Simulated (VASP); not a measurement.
# SiC in VASP: relaxation of the atoms with PBE

Aim: the relaxation of the atoms of SiC with PBE.

All numbers are computed with VASP 6.6.1; they aren't measurements. Logs are shortened: lines on timing, memory, paths and dates and some standing lists are left out, and cuts for length are marked.

## 1. The cell of the first run

The cell holds a slab with vacuum, 8 atoms: a = 3.092 Å, b = 5.074 Å, c = 19.570 Å, α = 90.00°, β = 90.00°, γ = 90.00°.

## 2. Relaxation of the atoms, PBE

File INCAR:

```
  ALGO = Normal
  DIPOL = 0.5 0.5 0.500
  EDIFF = 1E-7
  EDIFFG = -0.01
  ENCUT = 520
  GGA = PE
  IBRION = 2
  IDIPOL = 3
  ISIF = 2
  ISMEAR = -1
  LASPH = T
  LCHARG = F
  LDIPOL = T
  LREAL = F
  LWAVE = F
  NELM = 100
  NSW = 60
  PREC = Accurate
  SIGMA = 0.02
```

File KPOINTS:

```
k-points
0
Gamma
  8 5 1
```

File POSCAR:

```
SiC
1.0
    3.0919181385      0.0000000000      0.0000000000
    0.0000000000      5.0742764952      0.0000000000
    0.0000000000      0.0000000000     19.5702000000
Si C
4 4
Direct
    0.0000000000      0.5620818710      0.4087837747
    0.5000000000      0.0620818710      0.4543918876
    0.5000000000      0.5620818710      0.5456081124
    0.0000000000      0.0620818710      0.5912162253
    0.0000000000      0.9379181290      0.4087837747
    0.5000000000      0.4379181290      0.4543918876
    0.5000000000      0.9379181290      0.5456081124
    0.0000000000      0.4379181290      0.5912162253
```

Potentials or basis: VASP PAW PBE potentials, release 64 (Si, C).

Started as:

```console
cat potpaw_PBE.64/Si/POTCAR potpaw_PBE.64/C/POTCAR > POTCAR
mpirun -np 1 vasp_std > vasp.out
```

OUTCAR:

```text
EDIFF = 1E-7
   EDIFFG = -0.01
   ENCUT = 520
   GGA = PE
   IBRION = 2
   ISIF = 2
   ISMEAR = -1
   LASPH = T
   LREAL = F
   NELM = 100
   NSW = 60
   PREC = Accurate

 ion  position               nearest neighbor table
   1  0.000  0.562  0.409-   6 1.89   6 1.89   5 1.91   3 3.09   3 3.09   2 3.10   2 3.10   2 3.10
                             2 3.10
   2  0.500  0.062  0.454-   7 1.89   5 1.89   5 1.89   6 1.91   4 3.09   4 3.09   3 3.10   3 3.10
                             1 3.10   1 3.10   1 3.10   1 3.10
   3  0.500  0.562  0.546-   6 1.89   8 1.89   8 1.89   7 1.91   1 3.09   1 3.09   2 3.10   2 3.10
                             4 3.10   4 3.10   4 3.10   4 3.10
   4  0.000  0.062  0.591-   7 1.89   7 1.89   8 1.91   2 3.09   2 3.09   3 3.10   3 3.10   3 3.10
                             3 3.10
   5  0.000  0.938  0.409-   2 1.89   2 1.89   1 1.91
   6  0.500  0.438  0.454-   3 1.89   1 1.89   1 1.89   2 1.91
   7  0.500  0.938  0.546-   2 1.89   4 1.89   4 1.89   3 1.91
   8  0.000  0.438  0.591-   3 1.89   3 1.89   4 1.91

  LATTYP: Found a simple orthorhombic cell.
 ALAT       =     3.0919181385
 B/A-ratio  =     1.6411419281
 C/A-ratio  =     6.3294689974

  Lattice vectors:

 A1 = (   3.0919181385,   0.0000000000,   0.0000000000)
 A2 = (   0.0000000000,   5.0742764952,   0.0000000000)
 A3 = (   0.0000000000,   0.0000000000,  19.5702000000)

Analysis of symmetry for initial positions (statically):
=====================================================================
 Subroutine PRICEL returns:
 Original cell was already a primitive cell.

 Routine SETGRP: Setting up the symmetry group for a
 simple orthorhombic supercell.

 Subroutine GETGRP returns: Found  4 space group operations
 (whereof  2 operations were pure point group operations)
 out of a pool of  8 trial point group operations.

The static configuration has the point symmetry C_1h.
 The point group associated with its full space group is C_2v.

Analysis of symmetry for dynamics (positions and initial velocities):
=====================================================================
 Subroutine PRICEL returns:
 Original cell was already a primitive cell.

 Routine SETGRP: Setting up the symmetry group for a
 simple orthorhombic supercell.

 Subroutine GETGRP returns: Found  4 space group operations
 (whereof  2 operations were pure point group operations)
 out of a pool of  8 trial point group operations.

The dynamic configuration has the point symmetry C_1h.
 The point group associated with its full space group is C_2v.

 Subroutine INISYM returns: Found  4 space group operations
 (whereof  2 operations are pure point group operations),
 and found     1 'primitive' translations

----------------------------------------------------------------------------------------

                                     Primitive cell

  volume of cell :     307.0417

  direct lattice vectors                    reciprocal lattice vectors
     3.091918139  0.000000000  0.000000000     0.323423828  0.000000000  0.000000000
     0.000000000  5.074276495  0.000000000     0.000000000  0.197072430  0.000000000
     0.000000000  0.000000000 19.570200000     0.000000000  0.000000000  0.051098098

  length of vectors
     3.091918139  5.074276495 19.570200000     0.323423828  0.197072430  0.051098098

  position of ions in fractional coordinates (direct lattice)
     0.000000000  0.562081871  0.408783775
     0.500000000  0.062081871  0.454391888
     0.500000000  0.562081871  0.545608112
     0.000000000  0.062081871  0.591216225
     0.000000000  0.937918129  0.408783775
     0.500000000  0.437918129  0.454391888
     0.500000000  0.937918129  0.545608112
     0.000000000  0.437918129  0.591216225

[... 51 lines left out ...]
  0.250000  0.400000  0.000000      4.000000
  0.375000  0.400000  0.000000      4.000000
  0.500000  0.400000  0.000000      2.000000
   k-points           NKPTS =     15   k-points in BZ     NKDIM =     15   number of bands    NBANDS=     21
   number of dos      NEDOS =    301   number of ions     NIONS =      8
   total plane-waves  NPLWV = 144000
   dimension x,y,z NGX =    24 NGY =   40 NGZ =  150
   dimension x,y,z NGXF=    48 NGYF=   80 NGZF=  300
   ions per type =               4   4
   NGX,Y,Z   is equivalent  to a cutoff of  12.90, 13.10, 12.74 a.u.
   NGXF,Y,Z  is equivalent  to a cutoff of  25.81, 26.21, 25.48 a.u.
 SYSTEM =  unknown system
   PREC   = accura    normal or accurate (medium, high low for compatibility)
   ISTART =      0    job   : 0-new  1-cont  2-samecut
   ICHARG =      2    charge: 1-file 2-atom 10-const
   ISPIN  =      1    spin polarized calculation?
   LNONCOLLINEAR =      F non collinear calculations
   LSORBIT =      F    spin-orbit coupling
   LASPH  =      T    aspherical Exc in radial PAW
   ENCUT  =  520.0 eV  38.22 Ry    6.18 a.u.   5.75  9.43 36.39*2*pi/ulx,y,z
   NELM   =    100;   NELMIN=  2; NELMDL= -5     # of ELM steps
   EDIFF  = 0.1E-06   stopping-criterion for ELM
   LREAL  =      F    real-space projection
   EDIFFG = -.1E-01   stopping-criterion for IOM
   NSW    =     60    number of steps for IOM
   IBRION =      2    ionic relax: 0-MD 1-quasi-New 2-CG
   NFREE  =      1    steps in history (QN), initial steepest desc. (CG)
   ISIF   =      2    stress and relaxation
   ISYM   =      2    0-nonsym 1-usesym 2-fastsym
   POTIM  = 0.5000    time-step for ionic-motion
   TEBEG  =    0.0;   TEEND  =   0.0 temperature during run
   PSTRESS=    0.0 pullay stress
   NELECT =      32.0000    total number of electrons
   NUPDOWN=      -1.0000    fix difference up-down
   EMIN   =  10.00;   EMAX   =-10.00  energy-range for DOS
   EFERMI =   0.00;   METHOD = LEGACY
   ISMEAR =    -1;   SIGMA  =   0.02  broadening in eV -4-tet -1-fermi 0-gaus
   EFERMI_NEDOS =   21; number of points for ismear=-14 and -15
   IALGO  =     38    algorithm
   IMIX   =      4    mixing-type and parameters
     AMIX     =   0.40;   BMIX     =  1.00
     AMIX_MAG =   1.60;   BMIX_MAG =  1.00
  volume/ion in A,a.u.               =      38.38       259.00
  Fermi-wavevector in a.u.,A,eV,Ry     =   0.770417  1.455876  8.075628  0.593542
  Thomas-Fermi vector in A             =   1.871616
   LORBIT       =      0    0 simple, 1 ext, 2 COOP (PROOUT), +10 PAW based schemes
   GGA     = PE    functional components
   LHFCALC =     F    Hartree Fock is set to
   AEXX    =    0.0000 exact exchange contribution
   IVDW    =     0    specifies the selected vdW correction
   LEPSILON=     F    determine dielectric tensor
   LRPA    =     F    only Hartree local field effects (RPA)
 conjugate gradient relaxation of ions
 non-spin polarized calculation
  energy-cutoff  :      520.00
  volume of cell :      307.04
 maximum number of plane-waves:      8314
 NGX is ok and might be reduce to    24
   NGX = 11   NGY = 19   NGZ = 73

--------------------------------------- Ionic step        1  -------------------------------------------

 number of electron      31.9999999 magnetization

 Free energy of the ion-electron system (eV)
  ---------------------------------------------------
  ext. energy  EPLUGINS =         0.00000000
  ---------------------------------------------------
  free energy    TOTEN  =       -54.36721372 eV

  energy without entropy =      -54.36675785  energy(sigma->0) =      -54.36698579

------------------------ aborting loop because EDIFF is reached ----------------------------------------

  FORCE on cell =-STRESS in cart. coord.  units (eV):
  Direction    XX          YY          ZZ          XY          YZ          ZX
  --------------------------------------------------------------------------------------
  -------------------------------------------------------------------------------------
  Total        0.6867459     -7.7590750     -4.8447447      0.0000000      0.0000000      0.0000000
  in kB        3.5835156    -40.4877045    -25.2804094      0.0000000      0.0000000      0.0000000
  external PRESSURE =     -20.7281994 kB  Pullay stress =       0.0000000 kB
[... 107 lines left out ...]
  FREE ENERGIE OF THE ION-ELECTRON SYSTEM (eV)
  ---------------------------------------------------
  free  energy   TOTEN  =       -55.5652828708 eV

  energy  without entropy=      -55.5652828708  energy(sigma->0) =      -55.56528287

[... ionic steps 4 to 17 ...]

--------------------------------------- Ionic step       18  -------------------------------------------

 number of electron      31.9999998 magnetization

------------------------ aborting loop because EDIFF is reached ----------------------------------------
[... 31 lines left out ...]
  FREE ENERGIE OF THE ION-ELECTRON SYSTEM (eV)
  ---------------------------------------------------
  free  energy   TOTEN  =       -55.9038377530 eV

  energy  without entropy=      -55.9038377530  energy(sigma->0) =      -55.90383775

 dipolmoment           0.000000      0.000000     -0.000000 electrons x Angstroem

--------------------------------------- Ionic step       19  -------------------------------------------

 number of electron      31.9999998 magnetization

------------------------ aborting loop because EDIFF is reached ----------------------------------------
[... 37 lines left out ...]
--------------------------------------- Ionic step       20  -------------------------------------------

 number of electron      31.9999998 magnetization

 dipolmoment           0.000000      0.000000      0.000000 electrons x Angstroem

 Free energy of the ion-electron system (eV)
  ---------------------------------------------------
  ext. energy  EPLUGINS =         0.00000000
  ---------------------------------------------------
  free energy    TOTEN  =       -55.90385695 eV

  energy without entropy =      -55.90385695  energy(sigma->0) =      -55.90385695

 E-fermi :  -1.0185     XC(G=0):  -3.8760

 val. band max:       -1.4989111712   @ k =   0.1250   0.0000   0.0000
 cond. band min:      -0.2353131662   @ k =   0.5000   0.2000   0.0000
 fundamental gap:      1.2635980050
 Fermi energy:        -1.0185231969

 k-point     1 :       0.0000    0.0000    0.0000
  band No.  band energies     occupation
      1     -16.8410      2.00000
      2     -15.0670      2.00000
      3     -13.3105      2.00000
      4     -12.0371      2.00000
      5     -10.2187      2.00000
      6      -9.0015      2.00000
[... 349 lines left out ...]
     20       2.9971      0.00000
     21       3.0555      0.00000

------------------------ aborting loop because EDIFF is reached ----------------------------------------

 vacuum level on the upper side and lower side of the slab       (xc-potential included)        -0.058        -0.058

  FORCE on cell =-STRESS in cart. coord.  units (eV):
  Direction    XX          YY          ZZ          XY          YZ          ZX
  --------------------------------------------------------------------------------------
  -------------------------------------------------------------------------------------
  Total        4.4826004      4.4667404     -0.0131444      0.0000000      0.0000000      0.0000000
  in kB       23.3907005     23.3079412     -0.0685888      0.0000000      0.0000000      0.0000000
  external PRESSURE =      15.5433510 kB  Pullay stress =       0.0000000 kB
[... 23 lines left out ...]
  FREE ENERGIE OF THE ION-ELECTRON SYSTEM (eV)
  ---------------------------------------------------
  free  energy   TOTEN  =       -55.9038569511 eV

  energy  without entropy=      -55.9038569511  energy(sigma->0) =      -55.90385695

 reached required accuracy - stopping structural energy minimisation

 vacuum level on the upper side and lower side of the slab         3.655         3.655
```

It took 26 min on 1 thread of Oxide Virtual Turin-like, shared host; peak memory 0.39 GiB.

What came out:

| Quantity | Value |
| --- | --- |
| Free energy | -55.9039 eV |
| Energy gained by relaxing | 192.1 meV/atom |
| Ionic steps | 20 |
| Largest force after relaxing | 0.010 eV/Å |
| Band gap on the k mesh | 1.26 eV (least direct gap 2.02 eV) |

Forces in eV/Å, atoms in the order of the input:
```
Si   0.000 -0.006  0.005
Si   0.000  0.009 -0.004
Si   0.000  0.009  0.004
Si   0.000 -0.006 -0.005
C    0.000  0.001 -0.001
C    0.000 -0.004 -0.009
C    0.000 -0.004  0.009
C    0.000  0.001  0.001
```

The path:
```
step  energy change (eV)  largest force (eV/Å)  pressure (GPa)
   1              0.0000                3.0368           -2.07
   2             -1.1914                1.9192            0.03
   3             -1.1981                2.1123            0.26
   4             -1.4318                1.0965            1.15
   5             -1.4389                0.9160            0.99
   6             -1.5028                0.4414            1.71
   7             -1.5060                0.3693            1.58
   8             -1.5212                0.2840            1.69
   9             -1.5246                0.3011            1.78
  10             -1.5338                0.1119            1.74
  11             -1.5341                0.1136            1.74
  12             -1.5357                0.0840            1.68
  13             -1.5359                0.0801            1.66
  14             -1.5363                0.0570            1.60
  15             -1.5364                0.0404            1.61
  16             -1.5365                0.0338            1.57
  17             -1.5365                0.0270            1.58
  18             -1.5366                0.0151            1.56
  19             -1.5366                0.0101            1.55
  20             -1.5366                0.0097            1.55
```

Final structure:
```cif
data_structure
_symmetry_space_group_name_H-M 'P 1'
_symmetry_Int_Tables_number 1
_cell_length_a 3.0919
_cell_length_b 5.0743
_cell_length_c 19.5702
_cell_angle_alpha 90.000
_cell_angle_beta 90.000
_cell_angle_gamma 90.000
_cell_volume 307.04
loop_
_atom_site_label
_atom_site_type_symbol
_atom_site_fract_x
_atom_site_fract_y
_atom_site_fract_z
_atom_site_occupancy
Si1 Si 0.00000 0.58573 0.42355 1
Si2 Si 0.50000 0.05870 0.44736 1
Si3 Si 0.50000 0.55870 0.55264 1
Si4 Si 0.00000 0.08573 0.57645 1
C1 C 0.00000 0.92729 0.41307 1
C2 C 0.50000 0.42828 0.45128 1
C3 C 0.50000 0.92828 0.54872 1
C4 C 0.00000 0.42729 0.58693 1
```

Levels at points of the mesh, in eV from the valence-band top:
| k point | band 14 | band 15 | band 16 | band 17 | band 18 | band 19 |
| --- | --- | --- | --- | --- | --- | --- |
| (0.00, 0.00, 0.00) | -1.21 | -0.99 | -0.15 | 2.10 | 2.86 | 3.19 |
| (0.50, 0.00, 0.00) | -1.79 | -1.63 | -0.70 | 1.51 | 3.14 | 3.98 |
